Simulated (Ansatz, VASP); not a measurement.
# Be2C in VASP and in Ansatz

```
C Be
1.0
     0.00000    2.09610    2.09610
     2.09610    0.00000    2.09610
     2.09610    2.09610    0.00000
C Be
1 2
Cartesian
  0.0000 0.0000 0.0000
  1.0481 1.0481 1.0481
  3.1442 3.1442 3.1442
```

Change from the starting cell: hydrostatic strain -3.0%.

Alike in both runs: task single point; functional PBE; k mesh 10 × 10 × 10; occupations fermi-dirac, width 0.02 eV; no spin polarisation.

|  | VASP | Ansatz |
| --- | --- | --- |
| version | VASP 6.6.1 | Ansatz 0.2.0 |
| potentials or method | VASP PAW PBE potentials, release 64 (C, Be) | plane waves, PAW |
| plane-wave cutoff (eV) | 600 | 420 |
| valence electrons in the cell | 8 | 8 |

```tsv
	VASP	Ansatz	Ansatz less VASP
gap on the k mesh at the Fermi level (eV)	1.20	1.21	+0.014
pressure (GPa)	23.2	22.9	-0.34
```
